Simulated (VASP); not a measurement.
# TiAl3 (P4mm) in VASP: a series of runs

TiAl3 is run at these levels: PBEsol; tasks: single point.

Program: VASP 6.6.1. These are calculated values, not measurements. Logs are shortened: lines on timing, memory, paths and dates and some standing lists are left out, and cuts for length are marked.

## (1) The cell of the first run

Symmetry: P4mm, No. 99, tetragonal system. Conventional cell: a = 3.948 Å, b = 3.948 Å, c = 16.345 Å, α = 90.00°, β = 90.00°, γ = 90.00°. Ti (site symmetry 4mm) has 12 Al at 2.79 Å within 3.7 Å. Ti (site symmetry 4mm) has 12 Al at 2.79 Å within 3.7 Å. Ti (site symmetry 4mm) has 8 Al at 2.79 Å within 3.7 Å. Within 3.7 Å of Al (site symmetry 2mm) lie 6 Al at 2.79 Å and 2 Ti at 2.79 Å. Within 3.7 Å of Al (site symmetry 2mm) lie 8 Al at 2.79 Å and 4 Ti at 2.79 Å. Within 3.7 Å of Al (site symmetry 2mm) lie 8 Al at 2.79 Å and 4 Ti at 2.79 Å. Al (site symmetry 4mm) has 4 Ti at 2.79 Å and 4 Al at 2.79 Å within 3.7 Å. Al (site symmetry 4mm) has 4 Ti at 2.79 Å and 8 Al at 2.79 Å within 3.7 Å.

## (2) Single point, PBEsol (the distance across one plane changed)

File INCAR:

```
  ALGO = Normal
  EDIFF = 1E-6
  ENCUT = 500
  GGA = PS
  GGA_COMPAT = False
  ISIF = 2
  ISMEAR = 0
  LASPH = True
  LCHARG = False
  LREAL = False
  LWAVE = False
  NBANDS = 44
  NELM = 120
  PREC = Accurate
  SIGMA = 0.15
```

File KPOINTS:

```
k-points
0
Gamma
  12 12 4
```

File POSCAR:

```
TiAl3
1.0
    0.0000000000     -3.9483448101      0.0000000000
    0.0000000000      0.0000000000     -3.9483448101
   16.3450344303      0.0000000000      0.0000000000
Ti Al
3 9
Direct
    0.0000000000      1.0000000000      0.1811596790
    0.0000000000      1.0000000000      0.4227220218
    0.0000000000      1.0000000000      0.6642843646
    0.5000000000      0.0000000000      0.0603785076
    0.5000000000      0.0000000000      0.3019408504
    0.5000000000      0.0000000000      0.5435031932
    0.0000000000      0.5000000000      0.0603785076
    0.0000000000      0.5000000000      0.3019408504
    0.0000000000      0.5000000000      0.5435031932
    0.5000000000      0.5000000000      0.6642843646
    0.5000000000      0.5000000000      0.1811596790
    0.5000000000      0.5000000000      0.4227220218
```

Potentials or basis: VASP PAW PBE potentials, release 64 (Ti_sv, Al).

Started as:

```console
$ cat potpaw_PBE.64/Ti_sv/POTCAR potpaw_PBE.64/Al/POTCAR > POTCAR
$ mpirun -np 1 vasp_std > vasp.out
```

OUTCAR:

```text
EDIFF = 1E-6
   ENCUT = 500
   GGA = PS
   ISIF = 2
   ISMEAR = 0
   LASPH = True
   LREAL = False
   NELM = 120
   PREC = Accurate

 ion  position               nearest neighbor table
   1  0.000  0.000  0.181-  11 2.79  11 2.79  11 2.79  11 2.79   7 2.79   4 2.79   4 2.79   7 2.79
                             8 2.79   5 2.79   8 2.79   5 2.79
   2  0.000  0.000  0.423-  12 2.79  12 2.79  12 2.79  12 2.79   8 2.79   5 2.79   5 2.79   8 2.79
                             9 2.79   6 2.79   9 2.79   6 2.79
   3  0.000  0.000  0.664-  10 2.79  10 2.79  10 2.79  10 2.79   9 2.79   6 2.79   6 2.79   9 2.79
[... 15 lines left out ...]
  11  0.500  0.500  0.181-   1 2.79   1 2.79   1 2.79   1 2.79   4 2.79   7 2.79   7 2.79   4 2.79
                             5 2.79   8 2.79   8 2.79   5 2.79
  12  0.500  0.500  0.423-   2 2.79   2 2.79   2 2.79   2 2.79   5 2.79   8 2.79   8 2.79   5 2.79
                             6 2.79   9 2.79   9 2.79   6 2.79

  LATTYP: Found a simple tetragonal cell.
 ALAT       =     3.9483448101
 C/A-ratio  =     4.1397180886

  Lattice vectors:

 A1 = (   0.0000000000,  -3.9483448101,   0.0000000000)
 A2 = (   0.0000000000,   0.0000000000,  -3.9483448101)
 A3 = (  16.3450344303,   0.0000000000,   0.0000000000)

Analysis of symmetry for initial positions (statically):
=====================================================================
 Subroutine PRICEL returns:
 Original cell was already a primitive cell.

 Routine SETGRP: Setting up the symmetry group for a
 simple tetragonal supercell.

 Subroutine GETGRP returns: Found  8 space group operations
 (whereof  8 operations were pure point group operations)
 out of a pool of 16 trial point group operations.

The static configuration has the point symmetry C_4v.

Analysis of symmetry for dynamics (positions and initial velocities):
=====================================================================
 Subroutine PRICEL returns:
 Original cell was already a primitive cell.

 Routine SETGRP: Setting up the symmetry group for a
 simple tetragonal supercell.

 Subroutine GETGRP returns: Found  8 space group operations
 (whereof  8 operations were pure point group operations)
 out of a pool of 16 trial point group operations.

The dynamic configuration has the point symmetry C_4v.

 Subroutine INISYM returns: Found  8 space group operations
 (whereof  8 operations are pure point group operations),
 and found     1 'primitive' translations

----------------------------------------------------------------------------------------

                                     Primitive cell

  volume of cell :     254.8097

  direct lattice vectors                    reciprocal lattice vectors
     0.000000000 -3.948344810  0.000000000     0.000000000 -0.253270686  0.000000000
     0.000000000  0.000000000 -3.948344810     0.000000000  0.000000000 -0.253270686
    16.345034430  0.000000000  0.000000000     0.061180660  0.000000000  0.000000000

  length of vectors
     3.948344810  3.948344810 16.345034430     0.253270686  0.253270686  0.061180660

  position of ions in fractional coordinates (direct lattice)
     0.000000000  0.000000000  0.181159679
     0.000000000  0.000000000  0.422722022
     0.000000000  0.000000000  0.664284365
     0.500000000  0.000000000  0.060378508
     0.500000000  0.000000000  0.301940850
     0.500000000  0.000000000  0.543503193
     0.000000000  0.500000000  0.060378508
     0.000000000  0.500000000  0.301940850
     0.000000000  0.500000000  0.543503193
     0.500000000  0.500000000  0.664284365
     0.500000000  0.500000000  0.181159679
     0.500000000  0.500000000  0.422722022

  ion indices of the primitive-cell ions
   primitive index   ion index
                 1           1
                 2           2
                 3           3
                 4           4
                 5           5
                 6           6
                 7           7
                 8           8
                 9           9
                10          10
                11          11
                12          12

----------------------------------------------------------------------------------------

 KPOINTS: k-points

Automatic generation of k-mesh.
 Grid dimensions read from file:
 generate k-points for:   12   12    4

 Generating k-lattice:

  Cartesian coordinates                     Fractional coordinates (reciprocal lattice)
     0.000000000 -0.021105891  0.000000000     0.083333333  0.000000000  0.000000000
     0.000000000  0.000000000 -0.021105891     0.000000000  0.083333333  0.000000000
     0.015295165  0.000000000  0.000000000     0.000000000  0.000000000  0.250000000

  Length of vectors
     0.021105891  0.021105891  0.015295165

  Shift w.r.t. Gamma in fractional coordinates (k-lattice)
     0.000000000  0.000000000  0.000000000

 Subroutine IBZKPT returns following result:
 ===========================================

 Found     84 irreducible k-points:

 Following reciprocal coordinates:
            Coordinates               Weight
  0.000000  0.000000  0.000000      1.000000
  0.083333  0.000000  0.000000      4.000000
  0.166667  0.000000  0.000000      4.000000
  0.250000  0.000000  0.000000      4.000000
  0.333333  0.000000  0.000000      4.000000
  0.416667  0.000000  0.000000      4.000000
[... 16 lines left out ...]
  0.333333  0.333333  0.000000      4.000000
  0.416667  0.333333  0.000000      8.000000
 [... further k-points ...]
   k-points           NKPTS =     84   k-points in BZ     NKDIM =     84   number of bands    NBANDS=     44
   number of dos      NEDOS =    301   number of ions     NIONS =     12
   total plane-waves  NPLWV = 108000
   dimension x,y,z NGX =    30 NGY =   30 NGZ =  120
   dimension x,y,z NGXF=    60 NGYF=   60 NGZF=  240
   ions per type =               3   9
   NGX,Y,Z   is equivalent  to a cutoff of  12.63, 12.63, 12.21 a.u.
   NGXF,Y,Z  is equivalent  to a cutoff of  25.26, 25.26, 24.41 a.u.
 SYSTEM =  unknown system
   PREC   = accura    normal or accurate (medium, high low for compatibility)
   ISTART =      0    job   : 0-new  1-cont  2-samecut
   ICHARG =      2    charge: 1-file 2-atom 10-const
   ISPIN  =      1    spin polarized calculation?
   LNONCOLLINEAR =      F non collinear calculations
   LSORBIT =      F    spin-orbit coupling
   LASPH  =      T    aspherical Exc in radial PAW
   ENCUT  =  500.0 eV  36.75 Ry    6.06 a.u.   7.20  7.20 29.80*2*pi/ulx,y,z
   NELM   =    120;   NELMIN=  2; NELMDL= -5     # of ELM steps
   EDIFF  = 0.1E-05   stopping-criterion for ELM
   LREAL  =      F    real-space projection
   EDIFFG = 0.1E-04   stopping-criterion for IOM
   NSW    =      0    number of steps for IOM
   IBRION =     -1    ionic relax: 0-MD 1-quasi-New 2-CG
   NFREE  =      0    steps in history (QN), initial steepest desc. (CG)
   ISIF   =      2    stress and relaxation
   ISYM   =      2    0-nonsym 1-usesym 2-fastsym
   POTIM  = 0.5000    time-step for ionic-motion
   TEBEG  =    0.0;   TEEND  =   0.0 temperature during run
   PSTRESS=    0.0 pullay stress
   NELECT =      63.0000    total number of electrons
   NUPDOWN=      -1.0000    fix difference up-down
   EMIN   =  10.00;   EMAX   =-10.00  energy-range for DOS
   EFERMI =   0.00;   METHOD = LEGACY
   ISMEAR =     0;   SIGMA  =   0.15  broadening in eV -4-tet -1-fermi 0-gaus
   EFERMI_NEDOS =   21; number of points for ismear=-14 and -15
   IALGO  =     38    algorithm
   IMIX   =      4    mixing-type and parameters
     AMIX     =   0.40;   BMIX     =  1.00
     AMIX_MAG =   1.60;   BMIX_MAG =  1.00
  volume/ion in A,a.u.               =      21.23       143.30
  Fermi-wavevector in a.u.,A,eV,Ry     =   1.027503  1.941699 14.364514  1.055762
  Thomas-Fermi vector in A             =   2.161451
   LORBIT       =      0    0 simple, 1 ext, 2 COOP (PROOUT), +10 PAW based schemes
   GGA     = PS    functional components
   LHFCALC =     F    Hartree Fock is set to
   AEXX    =    0.0000 exact exchange contribution
   IVDW    =     0    specifies the selected vdW correction
   LEPSILON=     F    determine dielectric tensor
   LRPA    =     F    only Hartree local field effects (RPA)
 non-spin polarized calculation
 Gauss-broadening in eV      SIGMA  =   0.15
  energy-cutoff  :      500.00
  volume of cell :      254.81
 maximum number of plane-waves:      6520
 NGX is ok and might be reduce to    30
   NGX = 15   NGY = 15   NGZ = 59

 number of electron      62.9999980 magnetization

 Free energy of the ion-electron system (eV)
  ---------------------------------------------------
  ext. energy  EPLUGINS =         0.00000000
  ---------------------------------------------------
  free energy    TOTEN  =       -63.13687867 eV

  energy without entropy =      -63.05215250  energy(sigma->0) =      -63.09451559

 E-fermi :   5.4578     XC(G=0):  -8.9254

 val. band max:        5.4520995437   @ k =   0.5000   0.3333   0.2500
 cond. band min:       5.4644625509   @ k =   0.5000   0.3333   0.5000
 fundamental gap:      0.0123630072
 Fermi energy:         5.4578084607

 k-point     1 :       0.0000    0.0000    0.0000
  band No.  band energies     occupation
      1     -51.3842      2.00000
      2     -51.2638      2.00000
      3     -51.2556      2.00000
      4     -27.9412      2.00000
      5     -27.6764      2.00000
      6     -27.6709      2.00000
[... 1093 lines left out ...]
     42       7.3718      0.00000
     43       7.6283      0.00000

 [... further k-points ...]

 [bands above 43 left out]

------------------------ aborting loop because EDIFF is reached ----------------------------------------

  FORCE on cell =-STRESS in cart. coord.  units (eV):
  Direction    XX          YY          ZZ          XY          YZ          ZX
  --------------------------------------------------------------------------------------
  -------------------------------------------------------------------------------------
  Total        0.4802725     -4.1495041     -4.1495041      0.0000000      0.0000000     -0.0000000
  in kB        3.0198288    -26.0910041    -26.0910041      0.0000000      0.0000000     -0.0000000
  external PRESSURE =     -16.3873931 kB  Pullay stress =       0.0000000 kB

 VOLUME and BASIS-vectors are now :
 -----------------------------------------------------------------------------
  energy-cutoff  :      500.00
  volume of cell :      254.81
      direct lattice vectors                 reciprocal lattice vectors
     0.000000000 -3.948344810  0.000000000     0.000000000 -0.253270686  0.000000000
     0.000000000  0.000000000 -3.948344810     0.000000000  0.000000000 -0.253270686
    16.345034430  0.000000000  0.000000000     0.061180660  0.000000000  0.000000000

 POSITION                                       TOTAL-FORCE (eV/Angst)
 -----------------------------------------------------------------------------------
      2.96106      0.00000      0.00000         0.325665      0.000000     -0.000000
      6.90941      0.00000      0.00000        -0.035668     -0.000000      0.000000
     10.85775      0.00000      0.00000        -1.199753     -0.000000      0.000000
      0.98689     -1.97417      0.00000        -0.185056      0.000000     -0.000000
      4.93523     -1.97417      0.00000        -0.016702      0.000000      0.000000
      8.88358     -1.97417      0.00000         0.383933      0.000000      0.000000
      0.98689      0.00000     -1.97417        -0.185056      0.000000     -0.000000
      4.93523      0.00000     -1.97417        -0.016702      0.000000      0.000000
      8.88358      0.00000     -1.97417         0.383933      0.000000      0.000000
     10.85775     -1.97417     -1.97417         0.648386      0.000000      0.000000
      2.96106     -1.97417     -1.97417        -0.087808     -0.000000     -0.000000
      6.90941     -1.97417     -1.97417        -0.015171      0.000000      0.000000
 -----------------------------------------------------------------------------------
    total drift:                                0.000460      0.000000      0.000000

  FREE ENERGIE OF THE ION-ELECTRON SYSTEM (eV)
  ---------------------------------------------------
  free  energy   TOTEN  =       -63.1368786736 eV

  energy  without entropy=      -63.0521525029  energy(sigma->0) =      -63.09451559
```

It took 12 min on 1 thread of Oxide Virtual Turin-like, shared host; peak memory 0.74 GiB.

What came out:

```yaml
Free_energy: -63.1369 eV
Pressure: -1.6 GPa
Largest_force: 1.200 eV/Å
Band_gap_on_the_k_mesh: zero (an odd number of electrons rules out a gap without spin polarisation)
```

Forces in eV/Å, atoms in the order of the input:
```
Ti   0.326  0.000  0.000
Ti  -0.036  0.000  0.000
Ti  -1.200  0.000  0.000
Al  -0.185  0.000  0.000
Al  -0.017  0.000  0.000
Al   0.384  0.000  0.000
Al  -0.185  0.000  0.000
Al  -0.017  0.000  0.000
Al   0.384  0.000  0.000
Al   0.648  0.000  0.000
Al  -0.088  0.000  0.000
Al  -0.015  0.000  0.000
```

Levels at points of the mesh, in eV from the Fermi level:
| k point | band 28 | band 29 | band 30 | band 31 | band 32 | band 33 | band 34 | band 35 | band 36 | band 37 |
| --- | --- | --- | --- | --- | --- | --- | --- | --- | --- | --- |
| (0.00, 0.00, 0.00) | -1.31 | -1.02 | -0.52 | 0.22 | 0.29 | 0.29 | 0.35 | 0.54 | 0.54 | 0.61 |
| (0.50, 0.00, 0.00) | -1.05 | -0.91 | -0.48 | 0.30 | 0.48 | 0.70 | 0.75 | 0.87 | 1.00 | 1.00 |
| (0.50, 0.50, 0.00) | -2.04 | -1.85 | -1.85 | -0.18 | -0.05 | -0.05 | 0.14 | 0.14 | 0.66 | 0.91 |
| (0.00, 0.00, 0.50) | -1.31 | -1.12 | -0.42 | 0.22 | 0.29 | 0.29 | 0.35 | 0.52 | 0.54 | 0.54 |
| (0.50, 0.00, 0.50) | -1.05 | -0.91 | -0.48 | 0.30 | 0.51 | 0.68 | 0.75 | 0.82 | 1.00 | 1.00 |
| (0.50, 0.50, 0.50) | -2.04 | -1.85 | -1.85 | -0.19 | -0.07 | -0.07 | 0.15 | 0.15 | 0.65 | 0.91 |

Caveat: the cell differs from its parent crystal (the distance across one plane changed); the PAW data sets were made with another functional, which shifts forces and pressure a little.

## (3) Single point, PBEsol (the distance across one plane changed)

File INCAR:

```
SYSTEM = TiAl3
PREC = Accurate
ENCUT = 500
EDIFF = 1E-6
ISMEAR = 0
SIGMA = 0.15
LREAL = .FALSE.
LASPH = .TRUE.
NELM = 120
ALGO = Normal
ISIF = 2
LWAVE = .FALSE.
LCHARG = .FALSE.
GGA = PS
NBANDS = 44
GGA_COMPAT = .FALSE.
```

File KPOINTS:

```
regular mesh
0
G
  12 12 4
  0 0 0
```

File POSCAR:

```
TiAl3
1.0
    0.0000000000     -3.9483448101      0.0000000000
    0.0000000000      0.0000000000     -3.9483448101
   17.8450344303      0.0000000000      0.0000000000
Ti Al
3 9
Direct
    0.0000000000      1.0000000000      0.1659319404
    0.0000000000      1.0000000000      0.3871892782
    0.0000000000      1.0000000000      0.6084466159
    0.5000000000      0.0000000000      0.0553032716
    0.5000000000      0.0000000000      0.2765606093
    0.5000000000      0.0000000000      0.4978179471
    0.0000000000      0.5000000000      0.0553032716
    0.0000000000      0.5000000000      0.2765606093
    0.0000000000      0.5000000000      0.4978179471
    0.5000000000      0.5000000000      0.6084466159
    0.5000000000      0.5000000000      0.1659319404
    0.5000000000      0.5000000000      0.3871892782
```

Potentials or basis: VASP PAW PBE potentials, release 64 (Ti_sv, Al).

Started as:

```console
$ cat potpaw_PBE.64/Ti_sv/POTCAR potpaw_PBE.64/Al/POTCAR > POTCAR
$ mpirun -np 1 vasp_std > vasp.out
```

It took 33 min on 1 thread of Oxide Virtual Turin-like, shared host; peak memory 0.8 GiB.

It converged, with:

```yaml
Free_energy: -63.1325 eV
Pressure: -1.5 GPa
Largest_force: 1.207 eV/Å
Band_gap_on_the_k_mesh: zero (an odd number of electrons rules out a gap without spin polarisation)
```

Forces in eV/Å, atoms in the order of the input:
```
Ti   0.329  0.000  0.000
Ti  -0.036  0.000  0.000
Ti  -1.207  0.000  0.000
Al  -0.182  0.000  0.000
Al  -0.016  0.000  0.000
Al   0.384  0.000  0.000
Al  -0.182  0.000  0.000
Al  -0.016  0.000  0.000
Al   0.384  0.000  0.000
Al   0.647  0.000  0.000
Al  -0.087  0.000  0.000
Al  -0.015  0.000  0.000
```

Stress tensor (GPa, compression positive):
```
 0.30  0.00  0.00
 0.00 -2.40  0.00
 0.00  0.00 -2.40
```

Levels at points of the mesh, in eV from the Fermi level:
```tsv
k point	band 30	band 31	band 32	band 33	band 34	band 35
(0.00, 0.00, 0.00)	-0.48	0.22	0.29	0.29	0.35	0.54
(0.50, 0.00, 0.00)	-0.48	0.30	0.49	0.70	0.75	0.85
(0.50, 0.50, 0.00)	-1.85	-0.18	-0.06	-0.06	0.14	0.14
(0.00, 0.00, 0.50)	-0.46	0.22	0.29	0.29	0.35	0.54
(0.50, 0.00, 0.50)	-0.48	0.30	0.50	0.70	0.75	0.84
(0.50, 0.50, 0.50)	-1.85	-0.19	-0.06	-0.06	0.15	0.15
```

Caveat: the cell differs from its parent crystal (the distance across one plane changed); the PAW data sets were made with another functional, which shifts forces and pressure a little.

The gap in the log of VASP goes by the Fermi energy; the results here count the filled bands.